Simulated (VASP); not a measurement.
Here is a VASP 6.6.1 calculation.

Contents of INCAR:

```
PREC = Accurate ; ENCUT = 520
EDIFF = 1E-6 ; ISMEAR = 0
SIGMA = 0.1 ; LREAL = F
LASPH = T ; NELM = 100
ALGO = Normal ; ISIF = 2
LWAVE = F ; LCHARG = F
GGA = PS ; NBANDS = 32
```

KPOINTS

```
Automatic mesh
0
Gamma
  10 10 10
```

The input POSCAR:

```
VN2
1.0
   -2.1507500000      2.1507500000      2.4913500000
    2.1507500000     -2.1507500000      2.4913500000
    2.1507500000      2.1507500000     -2.4913500000
V N
2 4
Direct
    0.2500000000      0.2500000000      0.0000000000
    0.7500000000      0.7500000000      0.0000000000
    0.1151000000      0.6151000000      0.7302000000
    0.6151000000      0.8849000000      0.5000000000
    0.8849000000      0.3849000000      0.2698000000
    0.3849000000      0.1151000000      0.5000000000
```

Potentials or basis: VASP PAW PBE potentials, release 64 (V_sv, N).

The run is started by

```bash
$ cat potpaw_PBE.64/V_sv/POTCAR potpaw_PBE.64/N/POTCAR > POTCAR
$ mpirun -np 1 vasp_std > vasp.out
```

Estimate the pressure.

-10.9 GPa.

Estimate the band gap on the k mesh.

zero (band 23 reaches 11.55 eV, above the bottom of band 24 at 11.20 eV).

Stress tensor (GPa, compression positive):
```
-10.63   0.00   0.00
  0.00 -10.63   0.00
  0.00   0.00 -11.44
```

Caveat: the PAW data sets were made with another functional, which shifts forces and pressure a little; the run has no spin polarisation, though such a crystal can be magnetic. With open d or f shells a metallic result of PBEsol can be an artefact of self-interaction; +U or a hybrid may open a gap.
